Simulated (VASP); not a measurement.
# BN (P6_3/mmc) in VASP: relaxation of cell and atoms with PBE

Aim: the relaxation of cell and atoms of BN with PBE.

Everything below comes from runs of VASP 6.6.1. Logs are shortened: lines on timing, memory, paths and dates and some standing lists are left out, and cuts for length are marked.

## Step 1: The cell of the first run

It takes space group P6_3/mmc (No. 194, hexagonal). The conventional cell has a = 2.512 Å, b = 2.512 Å, c = 7.847 Å, α = 90.00°, β = 90.00°, γ = 120.00°. Within 1.9 Å of B (site symmetry -6m2) lie 3 N at 1.45 Å. Within 1.9 Å of N (site symmetry -6m2) lie 3 B at 1.45 Å.

## Step 2: Relaxation of cell and atoms, PBE

File INCAR:

```
PREC     = Accurate       # precision mode
ENCUT    = 1330           # plane-wave cutoff, eV
EDIFF    = 1E-7           # SCF threshold, eV
ISMEAR   = 0              # smearing method
SIGMA    = 0.02           # smearing width, eV
LREAL    = F              # projectors in reciprocal space
LASPH    = T              # aspherical terms in the spheres
NELM     = 120            # most SCF steps
ALGO     = Normal         # electronic algorithm
ISIF     = 3              # what is computed and relaxed
LWAVE    = F              # write WAVECAR
LCHARG   = F              # write CHGCAR
GGA      = PE             # functional
IBRION   = 2              # ionic algorithm
NSW      = 100            # ionic steps
EDIFFG   = -0.01          # ionic threshold
GGA_COMPAT= F            
NELMIN   = 4
```

File KPOINTS:

```
regular mesh
0
Gamma
  12 12 4
```

File POSCAR:

```
BN
1.0
    2.5119776668      0.0000000000      0.0000000000
   -1.2559888334      2.1754364731      0.0000000000
    0.0000000000      0.0000000000      7.8467541623
B N
2 2
Direct
    0.6666666667      0.3333333333      0.2500000000
    0.3333333333      0.6666666667      0.7500000000
    0.3333333333      0.6666666667      0.2500000000
    0.6666666667      0.3333333333      0.7500000000
```

Potentials or basis: VASP PAW PBE potentials, release 64 (B_h, N_h).

Started as:

```sh
$ cat potpaw_PBE.64/B_h/POTCAR potpaw_PBE.64/N_h/POTCAR > POTCAR
$ mpirun -np 1 vasp_std > vasp.out
```

OUTCAR:

```text
PREC = Accurate
   ENCUT = 1330
   EDIFF = 1E-7
   ISMEAR = 0
   LREAL = F
   LASPH = T
   NELM = 120
   ISIF = 3
   GGA = PE
   IBRION = 2
   NSW = 100
   EDIFFG = -0.01
   NELMIN = 4

 ion  position               nearest neighbor table
   1  0.667  0.333  0.250-   3 1.45   3 1.45   3 1.45
   2  0.333  0.667  0.750-   4 1.45   4 1.45   4 1.45
   3  0.333  0.667  0.250-   1 1.45   1 1.45   1 1.45
   4  0.667  0.333  0.750-   2 1.45   2 1.45   2 1.45

  LATTYP: Found a hexagonal cell.
 ALAT       =     2.5119776668
 C/A-ratio  =     3.1237356391

  Lattice vectors:

 A1 = (   2.5119776668,   0.0000000000,   0.0000000000)
 A2 = (  -1.2559888334,   2.1754364731,   0.0000000000)
 A3 = (   0.0000000000,   0.0000000000,   7.8467541623)

Analysis of symmetry for initial positions (statically):
=====================================================================
 Subroutine PRICEL returns:
 Original cell was already a primitive cell.

 Routine SETGRP: Setting up the symmetry group for a
 hexagonal supercell.

 Subroutine GETGRP returns: Found 24 space group operations
 (whereof 12 operations were pure point group operations)
 out of a pool of 24 trial point group operations.

The static configuration has the point symmetry D_3d.
 The point group associated with its full space group is D_6h.

Analysis of symmetry for dynamics (positions and initial velocities):
=====================================================================
 Subroutine PRICEL returns:
 Original cell was already a primitive cell.

 Routine SETGRP: Setting up the symmetry group for a
 hexagonal supercell.

 Subroutine GETGRP returns: Found 24 space group operations
 (whereof 12 operations were pure point group operations)
 out of a pool of 24 trial point group operations.

The dynamic configuration has the point symmetry D_3d.
 The point group associated with its full space group is D_6h.

 Subroutine INISYM returns: Found 24 space group operations
 (whereof 12 operations are pure point group operations),
 and found     1 'primitive' translations

----------------------------------------------------------------------------------------

                                     Primitive cell

  volume of cell :      42.8797

  direct lattice vectors                    reciprocal lattice vectors
     2.511977667  0.000000000  0.000000000     0.398092711  0.229838934  0.000000000
    -1.255988833  2.175436473  0.000000000     0.000000000  0.459677868  0.000000000
     0.000000000  0.000000000  7.846754162     0.000000000  0.000000000  0.127441230

  length of vectors
     2.511977667  2.511977667  7.846754162     0.459677868  0.459677868  0.127441230

  position of ions in fractional coordinates (direct lattice)
     0.666666667  0.333333333  0.250000000
     0.333333333  0.666666667  0.750000000
     0.333333333  0.666666667  0.250000000
     0.666666667  0.333333333  0.750000000

  ion indices of the primitive-cell ions
   primitive index   ion index
                 1           1
                 2           2
                 3           3
                 4           4

----------------------------------------------------------------------------------------

 KPOINTS: regular mesh

Automatic generation of k-mesh.
 Grid dimensions read from file:
 generate k-points for:   12   12    4

 Generating k-lattice:

  Cartesian coordinates                     Fractional coordinates (reciprocal lattice)
     0.033174393  0.019153245  0.000000000     0.083333333  0.000000000  0.000000000
     0.000000000  0.038306489  0.000000000     0.000000000  0.083333333  0.000000000
     0.000000000  0.000000000  0.031860307     0.000000000  0.000000000  0.250000000

  Length of vectors
     0.038306489  0.038306489  0.031860307

  Shift w.r.t. Gamma in fractional coordinates (k-lattice)
     0.000000000  0.000000000  0.000000000

 Subroutine IBZKPT returns following result:
 ===========================================

 Found     57 irreducible k-points:

 Following reciprocal coordinates:
            Coordinates               Weight
  0.000000  0.000000  0.000000      1.000000
  0.083333  0.000000  0.000000      6.000000
  0.166667  0.000000  0.000000      6.000000
  0.250000  0.000000  0.000000      6.000000
  0.333333  0.000000  0.000000      6.000000
  0.416667  0.000000  0.000000      6.000000
[... 16 lines left out ...]
  0.250000  0.000000  0.250000     12.000000
  0.333333  0.000000  0.250000     12.000000
 [... further k-points ...]
   k-points           NKPTS =     57   k-points in BZ     NKDIM =     57   number of bands    NBANDS=     12
   number of dos      NEDOS =    301   number of ions     NIONS =      4
   total plane-waves  NPLWV =  86400
   dimension x,y,z NGX =    30 NGY =   30 NGZ =   96
   dimension x,y,z NGXF=    60 NGYF=   60 NGZF=  192
   ions per type =               2   2
   NGX,Y,Z   is equivalent  to a cutoff of  19.85, 19.85, 20.34 a.u.
   NGXF,Y,Z  is equivalent  to a cutoff of  39.71, 39.71, 40.68 a.u.
 SYSTEM =  unknown system
   PREC   = accura    normal or accurate (medium, high low for compatibility)
   ISTART =      0    job   : 0-new  1-cont  2-samecut
   ICHARG =      2    charge: 1-file 2-atom 10-const
   ISPIN  =      1    spin polarized calculation?
   LNONCOLLINEAR =      F non collinear calculations
   LSORBIT =      F    spin-orbit coupling
   LASPH  =      T    aspherical Exc in radial PAW
   ENCUT  = 1330.0 eV  97.75 Ry    9.89 a.u.   7.47  7.47 23.33*2*pi/ulx,y,z
   NELM   =    120;   NELMIN=  4; NELMDL= -5     # of ELM steps
   EDIFF  = 0.1E-06   stopping-criterion for ELM
   LREAL  =      F    real-space projection
   EDIFFG = -.1E-01   stopping-criterion for IOM
   NSW    =    100    number of steps for IOM
   IBRION =      2    ionic relax: 0-MD 1-quasi-New 2-CG
   NFREE  =      1    steps in history (QN), initial steepest desc. (CG)
   ISIF   =      3    stress and relaxation
   ISYM   =      2    0-nonsym 1-usesym 2-fastsym
   POTIM  = 0.5000    time-step for ionic-motion
   TEBEG  =    0.0;   TEEND  =   0.0 temperature during run
   PSTRESS=    0.0 pullay stress
   NELECT =      16.0000    total number of electrons
   NUPDOWN=      -1.0000    fix difference up-down
   EMIN   =  10.00;   EMAX   =-10.00  energy-range for DOS
   EFERMI =   0.00;   METHOD = LEGACY
   ISMEAR =     0;   SIGMA  =   0.02  broadening in eV -4-tet -1-fermi 0-gaus
   EFERMI_NEDOS =   21; number of points for ismear=-14 and -15
   IALGO  =     38    algorithm
   IMIX   =      4    mixing-type and parameters
     AMIX     =   0.40;   BMIX     =  1.00
     AMIX_MAG =   1.60;   BMIX_MAG =  1.00
  volume/ion in A,a.u.               =      10.72        72.34
  Fermi-wavevector in a.u.,A,eV,Ry     =   1.178594  2.227219 18.899620  1.389083
  Thomas-Fermi vector in A             =   2.314920
   LORBIT       =      0    0 simple, 1 ext, 2 COOP (PROOUT), +10 PAW based schemes
   GGA     = PE    functional components
   LHFCALC =     F    Hartree Fock is set to
   AEXX    =    0.0000 exact exchange contribution
   IVDW    =     0    specifies the selected vdW correction
   LEPSILON=     F    determine dielectric tensor
   LRPA    =     F    only Hartree local field effects (RPA)
 conjugate gradient relaxation of ions
 non-spin polarized calculation
 Gauss-broadening in eV      SIGMA  =   0.02
  energy-cutoff  :     1330.00
  volume of cell :       42.88
 maximum number of plane-waves:      4766
 NGX is ok and might be reduce to    30
   NGX = 15   NGY = 15   NGZ = 47

--------------------------------------- Ionic step        1  -------------------------------------------

 number of electron      16.0000000 magnetization

 Free energy of the ion-electron system (eV)
  ---------------------------------------------------
  ext. energy  EPLUGINS =         0.00000000
  ---------------------------------------------------
  free energy    TOTEN  =       -35.25227862 eV

  energy without entropy =      -35.25227862  energy(sigma->0) =      -35.25227862

 E-fermi :   2.0731     XC(G=0):  -9.0239

 val. band max:        1.9414264740   @ k =   0.3333   0.3333   0.5000
 cond. band min:       6.4490041326   @ k =   0.5000   0.0000   0.0000
 fundamental gap:      4.5075776586
 Fermi energy:         2.0730856098

 k-point     1 :       0.0000    0.0000    0.0000
  band No.  band energies     occupation
      1     -15.7043      2.00000
      2     -15.6315      2.00000
      3      -3.6747      2.00000
      4      -2.8004      2.00000
      5       0.5898      2.00000
      6       0.5898      2.00000
      7       0.5956      2.00000
      8       0.5956      2.00000
      9       6.4904      0.00000
     10      10.3284      0.00000
     11      12.7057      0.00000
     12      13.4733      0.00000
[... 418 lines left out ...]
  energy  without entropy=      -35.2522614944  energy(sigma->0) =      -35.25226149

--------------------------------------- Ionic step        3  -------------------------------------------

 number of electron      16.0000000 magnetization

 Free energy of the ion-electron system (eV)
  ---------------------------------------------------
  ext. energy  EPLUGINS =         0.00000000
  ---------------------------------------------------
  free energy    TOTEN  =       -35.25229146 eV

  energy without entropy =      -35.25229146  energy(sigma->0) =      -35.25229146

 E-fermi :   2.0489     XC(G=0):  -9.0242

 val. band max:        1.9436204226   @ k =   0.3333   0.3333   0.5000
 cond. band min:       6.4526940186   @ k =   0.5000   0.0000   0.0000
 fundamental gap:      4.5090735960
 Fermi energy:         2.0488649817

 k-point     1 :       0.0000    0.0000    0.0000
  band No.  band energies     occupation
      1     -15.7062      2.00000
      2     -15.6335      2.00000
      3      -3.6756      2.00000
      4      -2.8023      2.00000
      5       0.5927      2.00000
      6       0.5927      2.00000
      7       0.5985      2.00000
      8       0.5985      2.00000
      9       6.4920      0.00000
     10      10.3296      0.00000
     11      12.7139      0.00000
     12      13.4789      0.00000
[... 376 lines left out ...]
  FREE ENERGIE OF THE ION-ELECTRON SYSTEM (eV)
  ---------------------------------------------------
  free  energy   TOTEN  =       -35.2522914584 eV

  energy  without entropy=      -35.2522914584  energy(sigma->0) =      -35.25229146

 reached required accuracy - stopping structural energy minimisation
```

It took 2.6 min on 1 thread of Intel Xeon Platinum 8488C (Sapphire Rapids), shared host; peak memory 0.35 GiB.

Results:

```yaml
Free_energy: -35.2523 eV
Relaxed_volume: 10.72 Å³/atom
Relaxed_cell: a = 2.511 Å, b = 2.511 Å, c = 7.848 Å, α = 90.00°, β = 90.00°, γ = 120.00°
Space_group_after_relaxing_to_0.1_Å: P6_3/mmc (No. 194)
Energy_gained_by_relaxing: 0.0 meV/atom
Ionic_steps: 3
Pressure_after_relaxing: 0.1 GPa
Band_gap_on_the_k_mesh: 4.51 eV (least direct gap 4.66 eV)
```

Final structure:
```xyz
4
Lattice="2.5114 0.0000 0.0000 -1.2557 2.1749 0.0000 0.0000 0.0000 7.8477" Properties=species:S:1:pos:R:3 pbc="T T T"
B     1.2557    0.7250    1.9619
B     0.0000    1.4500    5.8858
N     0.0000    1.4500    1.9619
N     1.2557    0.7250    5.8858
```

Levels at points of the mesh, in eV from the valence-band top:
| k point | band 6 | band 7 | band 8 | band 9 | band 10 | band 11 |
| --- | --- | --- | --- | --- | --- | --- |
| (0.00, 0.00, 0.00) | -1.35 | -1.35 | -1.35 | 4.55 | 8.39 | 10.77 |
| (0.50, 0.00, 0.00) | -4.11 | -1.08 | -0.72 | 4.51 | 5.12 | 9.42 |
| (0.00, 0.00, 0.50) | -1.35 | -1.35 | -1.35 | 6.08 | 6.08 | 11.54 |
| (0.50, 0.00, 0.50) | -4.12 | -0.90 | -0.90 | 4.76 | 4.76 | 9.73 |

Caveat: this functional lacks dispersion, which binds layers or chains, so the pressure and a relaxed spacing across them are unreliable. A k mesh can miss the band edges.
